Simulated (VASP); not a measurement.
# Fe (Im-3m) in VASP: notebook

Fe is run at these levels: PBE; tasks: single point.

Program: VASP 6.6.1. These are calculated values, not measurements. Logs are shortened: lines on timing, memory, paths and dates and some standing lists are left out, and cuts for length are marked.

## Step 1: The cell of the first run

The structure is cubic, space group Im-3m (No. 229). The conventional cell has a = 2.833 Å, b = 2.833 Å, c = 2.833 Å, α = 90.00°, β = 90.00°, γ = 90.00°. Within 3.2 Å of Fe (site symmetry m-3m) lie 14 Fe at 2.45 to 2.83 Å.

## Step 2: Single point, PBE, collinear spin, ferromagnetic start

Contents of INCAR:

```
ALGO = Normal
EDIFF = 1E-6
ENCUT = 520
GGA = PE
ISIF = 2
ISMEAR = 1
ISPIN = 2
LASPH = True
LCHARG = False
LMAXMIX = 4
LORBIT = 11
LREAL = False
LWAVE = False
MAGMOM = 2.208
NBANDS = 14
NELM = 150
PREC = Accurate
SIGMA = 0.03
```

Contents of KPOINTS:

```
k-points
0
Gamma
  15 15 15
```

Contents of POSCAR:

```
Fe
1.0
   -1.4163059769      1.4163059769      1.4163059769
    1.4163059769     -1.4163059769      1.4163059769
    1.4163059769      1.4163059769     -1.4163059769
Fe
1
Direct
    0.0000000000      0.0000000000      0.0000000000
```

Potentials or basis: VASP PAW PBE potentials, release 64 (Fe).

Started as:

```
cat potpaw_PBE.64/Fe/POTCAR > POTCAR
mpirun -np 1 vasp_std > vasp.out
```

OUTCAR:

```text
EDIFF = 1E-6
   ENCUT = 520
   GGA = PE
   ISIF = 2
   ISMEAR = 1
   ISPIN = 2
   LASPH = True
   LORBIT = 11
   LREAL = False
   NELM = 150
   PREC = Accurate

 ion  position               nearest neighbor table
   1  0.000  0.000  0.000-

  LATTYP: Found a body centered cubic cell.
 ALAT       =     2.8326119538

  Lattice vectors:

 A1 = (  -1.4163059769,   1.4163059769,   1.4163059769)
 A2 = (   1.4163059769,  -1.4163059769,   1.4163059769)
 A3 = (   1.4163059769,   1.4163059769,  -1.4163059769)

Analysis of symmetry for initial positions (statically):
=====================================================================
 Subroutine PRICEL returns:
 Original cell was already a primitive cell.

 Routine SETGRP: Setting up the symmetry group for a
 body centered cubic supercell.

 Subroutine GETGRP returns: Found 48 space group operations
 (whereof 48 operations were pure point group operations)
 out of a pool of 48 trial point group operations.

The static configuration has the point symmetry O_h .

Analysis of symmetry for dynamics (positions and initial velocities):
=====================================================================
 Subroutine PRICEL returns:
 Original cell was already a primitive cell.

 Routine SETGRP: Setting up the symmetry group for a
 body centered cubic supercell.

 Subroutine GETGRP returns: Found 48 space group operations
 (whereof 48 operations were pure point group operations)
 out of a pool of 48 trial point group operations.

The dynamic configuration has the point symmetry O_h .

Analysis of structural, dynamic, and magnetic symmetry:
=====================================================================
 Subroutine PRICEL returns:
 Original cell was already a primitive cell.

 Routine SETGRP: Setting up the symmetry group for a
 body centered cubic supercell.

 Subroutine GETGRP returns: Found 48 space group operations
 (whereof 48 operations were pure point group operations)
 out of a pool of 48 trial point group operations.

The overall configuration has the point symmetry O_h .

 Subroutine INISYM returns: Found 48 space group operations
 (whereof 48 operations are pure point group operations),
 and found     1 'primitive' translations

----------------------------------------------------------------------------------------

                                     Primitive cell

  volume of cell :      11.3640

  direct lattice vectors                    reciprocal lattice vectors
    -1.416305977  1.416305977  1.416305977     0.000000000  0.353031060  0.353031060
[... 126 lines left out ...]
  ext. energy  EPLUGINS =         0.00000000
  ---------------------------------------------------
  free energy    TOTEN  =        -8.24321821 eV

  energy without entropy =       -8.24320387  energy(sigma->0) =       -8.24321343

 E-fermi :   5.8323     XC(G=0): -13.1159

 val. band max:        5.8313116555   @ k =  -0.3333   0.3333   0.1333
 cond. band min:       5.8364290348   @ k =  -0.4000   0.4000   0.1333
 fundamental gap:      0.0051173794
 Fermi energy:         5.8322732057

 spin component 1

 k-point     1 :       0.0000    0.0000    0.0000
  band No.  band energies     occupation
      1      -2.6015      1.00000
      2       3.5126      1.00000
      3       3.5126      1.00000
      4       3.5126      1.00000
      5       4.7238      1.00000
      6       4.7238      1.00000
      7      30.8512      0.00000
      8      30.8512      0.00000
      9      30.8512      0.00000
     10      35.9332      0.00000
     11      35.9332      0.00000
     12      38.2253      0.00000
     13      38.2253      0.00000
     14      38.2253      0.00000
[... 379 lines left out ...]
      3       3.5225      1.00000
      4       4.7854      1.00000
      5       5.2830      1.00000
      6       9.6885      0.00000
      7      13.3666      0.00000
      8      18.5668      0.00000
      9      25.0526      0.00000
     10      32.0535      0.00000
     11      36.7016      0.00000
     12      39.8205      0.00000
     13      43.8185      0.00000
     14      49.8144      0.00000

 [... further k-points ...]

 spin component 2

 k-point     1 :       0.0000    0.0000    0.0000
  band No.  band energies     occupation
      1      -2.4527      1.00000
      2       5.4184      1.00000
      3       5.4185      1.00000
      4       5.4185      1.00000
      5       7.4680      0.00000
      6       7.4681      0.00000
      7      30.5785      0.00000
      8      30.5785      0.00000
      9      30.5785      0.00000
     10      36.1048      0.00000
     11      36.1048      0.00000
     12      38.8683      0.00000
     13      38.8683      0.00000
     14      38.8683      0.00000
[... 379 lines left out ...]
      3       4.9043      1.00000
      4       7.2879      0.00000
      5       7.7728      0.00000
      6      10.8987      0.00000
      7      14.5793      0.00000
      8      19.2060      0.00000
      9      25.5114      0.00000
     10      32.2838      0.00000
     11      36.7848      0.00000
     12      40.3125      0.00000
     13      44.6548      0.00000
     14      49.7500      0.00000

 [... further k-points ...]

------------------------ aborting loop because EDIFF is reached ----------------------------------------

  FORCE on cell =-STRESS in cart. coord.  units (eV):
  Direction    XX          YY          ZZ          XY          YZ          ZX
  --------------------------------------------------------------------------------------
  -------------------------------------------------------------------------------------
  Total       -0.0184199     -0.0184199     -0.0184199     -0.0000000      0.0000000     -0.0000000
  in kB       -2.5969639     -2.5969639     -2.5969639     -0.0000000      0.0000000     -0.0000000
  external PRESSURE =      -2.5969639 kB  Pullay stress =       0.0000000 kB

 VOLUME and BASIS-vectors are now :
 -----------------------------------------------------------------------------
  energy-cutoff  :      520.00
  volume of cell :       11.36
      direct lattice vectors                 reciprocal lattice vectors
    -1.416305977  1.416305977  1.416305977     0.000000000  0.353031060  0.353031060
     1.416305977 -1.416305977  1.416305977     0.353031060  0.000000000  0.353031060
     1.416305977  1.416305977 -1.416305977     0.353031060  0.353031060  0.000000000

 POSITION                                       TOTAL-FORCE (eV/Angst)
 -----------------------------------------------------------------------------------
      0.00000      0.00000      0.00000        -0.000000      0.000000     -0.000000
 -----------------------------------------------------------------------------------
    total drift:                                0.000000     -0.000000      0.000000

  FREE ENERGIE OF THE ION-ELECTRON SYSTEM (eV)
  ---------------------------------------------------
  free  energy   TOTEN  =        -8.2432182114 eV

  energy  without entropy=       -8.2432038664  energy(sigma->0) =       -8.24321343

 total charge

# of ion       s       p       d       tot
------------------------------------------
    1        0.486   0.543   6.238   7.267

 magnetization (x)

# of ion       s       p       d       tot
------------------------------------------
    1       -0.014  -0.061   2.254   2.179
```

OSZICAR:

```text
N       E                     dE             d eps       ncg     rms          rms(c)
DAV:   1     0.211241180265E+02    0.21124E+02   -0.38598E+03  7478   0.697E+02
DAV:   2    -0.841367193517E+01   -0.29538E+02   -0.27188E+02  7344   0.128E+02
DAV:   3    -0.928159682626E+01   -0.86792E+00   -0.86239E+00  8184   0.226E+01
DAV:   4    -0.928436408483E+01   -0.27673E-02   -0.27670E-02  7752   0.115E+00
DAV:   5    -0.928437743293E+01   -0.13348E-04   -0.13349E-04  8256   0.812E-02    0.114E+01
DAV:   6    -0.833170301775E+01    0.95267E+00   -0.10563E+01  8490   0.376E+01    0.544E+00
DAV:   7    -0.825419895656E+01    0.77504E-01   -0.71186E-01  8310   0.938E+00    0.329E+00
DAV:   8    -0.825012077713E+01    0.40782E-02   -0.11694E-02  8212   0.633E-01    0.149E+00
DAV:   9    -0.824250904108E+01    0.76117E-02   -0.13460E-02  8962   0.678E-01    0.440E-01
DAV:  10    -0.824313266430E+01   -0.62362E-03   -0.98384E-04  7918   0.260E-01    0.103E-01
DAV:  11    -0.824321482408E+01   -0.82160E-04   -0.45980E-04  8538   0.159E-01    0.486E-02
DAV:  12    -0.824321725168E+01   -0.24276E-05   -0.90954E-06  8916   0.247E-02    0.233E-02
DAV:  13    -0.824321821144E+01   -0.95975E-06   -0.43721E-06  5336   0.176E-02
   1 F= -.82432182E+01 E0= -.82432134E+01  d E =-.143451E-04  mag=     2.1781
```

Wall time 58 s (1 thread of AMD EPYC 7R13, shared host); peak memory 0.11 GiB.

Results:

| Property | Result |
| --- | --- |
| Free energy | -8.2432 eV |
| Pressure | -0.3 GPa |
| Net moment | 2.18 μB per cell |
| Site moments | Fe +2.18 μB |
| Valence electrons inside the program's atomic spheres | Fe 7.27 |

## Step 3: Single point, PBE, collinear spin, ferromagnetic start

Contents of INCAR:

```
SYSTEM = Fe
  ALGO = Normal
  EDIFF = 1E-6
  ENCUT = 520
  GGA = PE
  ISIF = 2
  ISMEAR = 1
  ISPIN = 2
  LASPH = .True.
  LCHARG = .False.
  LMAXMIX = 4
  LORBIT = 11
  LREAL = .False.
  LWAVE = .False.
  MAGMOM = 2.208
  NBANDS = 14
  NELM = 150
  PREC = Accurate
  SIGMA = 0.1
```

Contents of KPOINTS:

```
k-points
0
Gamma
  15 15 15
  0 0 0
```

POSCAR is that of step 2.

Potentials or basis: VASP PAW PBE potentials, release 64 (Fe).

Started as:

```
cat potpaw_PBE.64/Fe/POTCAR > POTCAR
mpirun -np 1 vasp_std > vasp.out
```

Wall time 47 s (1 thread of AMD EPYC 7R13, shared host); peak memory 0.11 GiB.

It converged, with:

* Free energy: -8.2434 eV
* Pressure: 0.0 GPa
* Net moment: 2.19 μB per cell
* Site moments: Fe +2.19 μB
* Valence electrons inside the program's atomic spheres: Fe 7.27

Levels at points of the mesh, in eV from the Fermi level:
Spin up:
| k point | band 1 | band 2 | band 3 | band 4 | band 5 | band 6 | band 7 | band 8 | band 9 | band 10 |
| --- | --- | --- | --- | --- | --- | --- | --- | --- | --- | --- |
| (0.00, 0.00, 0.00) | -8.43 | -2.32 | -2.32 | -2.32 | -1.11 | -1.11 | 25.02 | 25.02 | 25.02 | 30.10 |
Spin down:
| k point | band 1 | band 2 | band 3 | band 4 | band 5 | band 6 | band 7 |
| --- | --- | --- | --- | --- | --- | --- | --- |
| (0.00, 0.00, 0.00) | -8.28 | -0.40 | -0.40 | -0.40 | 1.65 | 1.65 | 24.75 |

## Step 4: Single point, PBE, collinear spin, ferromagnetic start

Contents of INCAR:

```
SYSTEM = Fe
PREC     = Accurate       ! precision mode
ENCUT    = 520            ! plane-wave cutoff, eV
EDIFF    = 1E-7           ! SCF threshold, eV
ISMEAR   = 1              ! smearing method
SIGMA    = 0.2            ! smearing width, eV
LREAL    = .False.        ! projectors in reciprocal space
LASPH    = .True.         ! aspherical terms in the spheres
NELM     = 150            ! most SCF steps
ALGO     = Normal         ! electronic algorithm
ISIF     = 2              ! what is computed and relaxed
LWAVE    = .False.        ! write WAVECAR
LCHARG   = .False.        ! write CHGCAR
ISPIN    = 2              ! spin polarisation
MAGMOM   = 2.208          ! initial moments
LORBIT   = 11             ! projections on sites
LMAXMIX  = 4              ! l up to which the mixer works
GGA      = PE             ! functional
NBANDS   = 14             ! bands
```

Contents of KPOINTS:

```
regular mesh
0
Gamma
  15 15 15
  0 0 0
```

POSCAR is that of step 3.

Potentials or basis: VASP PAW PBE potentials, release 64 (Fe).

Started as:

```
cat potpaw_PBE.64/Fe/POTCAR > POTCAR
mpirun -np 1 vasp_std > vasp.out
```

OUTCAR:

```text
SYSTEM = Fe
   PREC = Accurate
   ENCUT = 520
   EDIFF = 1E-7
   ISMEAR = 1
   LREAL = .False.
   LASPH = .True.
   NELM = 150
   ISIF = 2
   ISPIN = 2
   LORBIT = 11
   GGA = PE

 ion  position               nearest neighbor table
   1  0.000  0.000  0.000-

  LATTYP: Found a body centered cubic cell.
 ALAT       =     2.8326119538

  Lattice vectors:

 A1 = (  -1.4163059769,   1.4163059769,   1.4163059769)
 A2 = (   1.4163059769,  -1.4163059769,   1.4163059769)
 A3 = (   1.4163059769,   1.4163059769,  -1.4163059769)

Analysis of symmetry for initial positions (statically):
=====================================================================
 Subroutine PRICEL returns:
 Original cell was already a primitive cell.

 Routine SETGRP: Setting up the symmetry group for a
 body centered cubic supercell.

 Subroutine GETGRP returns: Found 48 space group operations
 (whereof 48 operations were pure point group operations)
 out of a pool of 48 trial point group operations.

The static configuration has the point symmetry O_h .

Analysis of symmetry for dynamics (positions and initial velocities):
=====================================================================
 Subroutine PRICEL returns:
 Original cell was already a primitive cell.

 Routine SETGRP: Setting up the symmetry group for a
 body centered cubic supercell.

 Subroutine GETGRP returns: Found 48 space group operations
 (whereof 48 operations were pure point group operations)
 out of a pool of 48 trial point group operations.

The dynamic configuration has the point symmetry O_h .

Analysis of structural, dynamic, and magnetic symmetry:
=====================================================================
 Subroutine PRICEL returns:
 Original cell was already a primitive cell.

 Routine SETGRP: Setting up the symmetry group for a
 body centered cubic supercell.

 Subroutine GETGRP returns: Found 48 space group operations
 (whereof 48 operations were pure point group operations)
 out of a pool of 48 trial point group operations.

The overall configuration has the point symmetry O_h .

[... 161 lines left out ...]
      7      30.8442      0.00000
      8      30.8442      0.00000
      9      30.8442      0.00000
     10      35.9276      0.00000
     11      35.9276      0.00000
     12      38.2223      0.00000
     13      38.2223      0.00000
     14      38.2223      0.00000
[... 379 lines left out ...]
      3       3.5220      1.00000
      4       4.7874      1.00000
      5       5.2848      1.00038
      6       9.6861     -0.00000
      7      13.3647      0.00000
      8      18.5630      0.00000
      9      25.0483      0.00000
     10      32.0485      0.00000
     11      36.6959      0.00000
     12      39.8162      0.00000
     13      43.8150      0.00000
     14      49.8081      0.00000

 [... further k-points ...]

 spin component 2

 k-point     1 :       0.0000    0.0000    0.0000
  band No.  band energies     occupation
      1      -2.4462      1.00000
      2       5.4340      1.00834
      3       5.4341      1.00835
      4       5.4341      1.00836
      5       7.4838     -0.00000
      6       7.4840     -0.00000
      7      30.5835      0.00000
      8      30.5835      0.00000
      9      30.5835      0.00000
     10      36.1122      0.00000
     11      36.1122      0.00000
     12      38.8786      0.00000
     13      38.8786      0.00000
     14      38.8786      0.00000
[... 379 lines left out ...]
      3       4.9150      1.00000
      4       7.3040     -0.00000
      5       7.7893     -0.00000
      6      10.9121      0.00000
      7      14.5918      0.00000
      8      19.2154      0.00000
      9      25.5193      0.00000
     10      32.2916      0.00000
     11      36.7913      0.00000
     12      40.3206      0.00000
     13      44.6635      0.00000
     14      49.7556      0.00000

 [... further k-points ...]

------------------------ aborting loop because EDIFF is reached ----------------------------------------

  FORCE on cell =-STRESS in cart. coord.  units (eV):
  Direction    XX          YY          ZZ          XY          YZ          ZX
  --------------------------------------------------------------------------------------
  -------------------------------------------------------------------------------------
  Total       -0.0093835     -0.0093835     -0.0093835     -0.0000000     -0.0000000      0.0000000
  in kB       -1.3229539     -1.3229539     -1.3229539     -0.0000000     -0.0000000      0.0000000
  external PRESSURE =      -1.3229539 kB  Pullay stress =       0.0000000 kB

 VOLUME and BASIS-vectors are now :
 -----------------------------------------------------------------------------
  energy-cutoff  :      520.00
  volume of cell :       11.36
      direct lattice vectors                 reciprocal lattice vectors
    -1.416305977  1.416305977  1.416305977     0.000000000  0.353031060  0.353031060
     1.416305977 -1.416305977  1.416305977     0.353031060  0.000000000  0.353031060
     1.416305977  1.416305977 -1.416305977     0.353031060  0.353031060  0.000000000

 POSITION                                       TOTAL-FORCE (eV/Angst)
 -----------------------------------------------------------------------------------
      0.00000      0.00000      0.00000        -0.000000      0.000000      0.000000
 -----------------------------------------------------------------------------------
    total drift:                                0.000000     -0.000000      0.000000

  FREE ENERGIE OF THE ION-ELECTRON SYSTEM (eV)
  ---------------------------------------------------
  free  energy   TOTEN  =        -8.2441266576 eV

  energy  without entropy=       -8.2429785566  energy(sigma->0) =       -8.24374396

 total charge

# of ion       s       p       d       tot
------------------------------------------
    1        0.487   0.541   6.239   7.267

 magnetization (x)

# of ion       s       p       d       tot
------------------------------------------
    1       -0.014  -0.058   2.266   2.195
```

OSZICAR:

```text
N       E                     dE             d eps       ncg     rms          rms(c)
DAV:   1     0.211231906916E+02    0.21123E+02   -0.38598E+03  7478   0.697E+02
DAV:   2    -0.841193293997E+01   -0.29535E+02   -0.27188E+02  7344   0.128E+02
DAV:   3    -0.927996052009E+01   -0.86803E+00   -0.85891E+00  8184   0.225E+01
DAV:   4    -0.928273914710E+01   -0.27786E-02   -0.27784E-02  7752   0.115E+00
DAV:   5    -0.928275255444E+01   -0.13407E-04   -0.13407E-04  8256   0.814E-02    0.114E+01
DAV:   6    -0.832810396060E+01    0.95465E+00   -0.10567E+01  8484   0.376E+01    0.555E+00
DAV:   7    -0.825541964728E+01    0.72684E-01   -0.72099E-01  8304   0.942E+00    0.330E+00
DAV:   8    -0.825084878525E+01    0.45709E-02   -0.11843E-02  8234   0.628E-01    0.149E+00
DAV:   9    -0.824356282222E+01    0.72860E-02   -0.12005E-02  9016   0.624E-01    0.430E-01
DAV:  10    -0.824416265048E+01   -0.59983E-03   -0.25015E-03  7720   0.409E-01    0.112E-01
DAV:  11    -0.824412365248E+01    0.38998E-04   -0.30964E-04  8340   0.174E-01    0.400E-02
DAV:  12    -0.824412635102E+01   -0.26985E-05   -0.99658E-06  8594   0.330E-02    0.118E-02
DAV:  13    -0.824412618740E+01    0.16362E-06   -0.34952E-06  8782   0.122E-02    0.128E-02
DAV:  14    -0.824412665105E+01   -0.46365E-06   -0.14494E-06  7984   0.101E-02    0.118E-03
DAV:  15    -0.824412665762E+01   -0.65717E-08   -0.18205E-08  3900   0.104E-03
   1 F= -.82441267E+01 E0= -.82437440E+01  d E =-.114810E-02  mag=     2.1962
```

Run time: 73 s. Hardware: 1 thread of AMD EPYC 7R13, shared host; peak memory 0.11 GiB.

What came out:

| Quantity | Value |
| --- | --- |
| Free energy | -8.2441 eV |
| Pressure | -0.1 GPa |
| Net moment | 2.20 μB per cell |
| Site moments | Fe +2.19 μB |
| Valence electrons inside the program's atomic spheres | Fe 7.27 |

(Part 1 of 2 ends here.)
